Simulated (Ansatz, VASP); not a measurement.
**One calculation of PbS, two programs**

File INCAR:

```
PREC = Accurate
ENCUT = 520
EDIFF = 1E-7
ISMEAR = 0
SIGMA = 0.05
LREAL = F
LASPH = T
NELM = 100
ALGO = Normal
ISIF = 2
LWAVE = F
LCHARG = T
GGA = PS
LELF = T
LVHAR = T
NBANDS = 17
```

Contents of KPOINTS:

```
regular mesh
0
Gamma
  10 10 10
```

Contents of POSCAR:

```
PbS
1.0
    0.0000000000      2.9988010000      2.9988010000
    2.9988010000      0.0000000000      2.9988010000
    2.9988010000      2.9988010000      0.0000000000
Pb S
1 1
Direct
    0.0000000000      0.0000000000      0.0000000000
    0.5000000000      0.5000000000      0.5000000000
```

Input for Ansatz:

```yaml
crystal:
  lattice:
    - [0.0, 2.998801, 2.998801]
    - [2.998801, 0.0, 2.998801]
    - [2.998801, 2.998801, 0.0]
  atoms:
    - { symbol: Pb, position: [0.0, 0.0, 0.0] }
    - { symbol: S, position: [0.5, 0.5, 0.5] }
basis:
  ecutwfc: 420
kpoints:
  mp_grid: { grid: [10, 10, 10] }
hamiltonian:
  xc: pbesol
scf:
  occupations: { method: gaussian, width: 0.05 }
output:
  forces: true
  stress: true
  eigenvalues: true
```

Alike in both runs: task single point; functional PBEsol; k mesh 10 × 10 × 10; occupations gaussian, width 0.05 eV; no spin polarisation.

|  | VASP | Ansatz |
| --- | --- | --- |
| version | VASP 6.6.1 | Ansatz 0.2.0 |
| potentials or method | VASP PAW PBE potentials, release 64 (Pb_d, S), cutoff 520 eV | scalar-relativistic, plane waves, PAW |
| valence electrons in the cell | 20 | 20 |

```tsv
	VASP	Ansatz	Ansatz less VASP
gap on the k mesh at the Fermi level (eV)	0.37	0.37	-0.006
least direct gap on the mesh (eV)	0.37	0.37	-0.006
pressure (GPa)	-2.6	-2.6	+0.04
```

VASP's potentials were made for PBE, not for PBEsol. The functional is the same, so the differences come from potentials, cutoffs and numerics.

Spin-orbit coupling is off throughout.
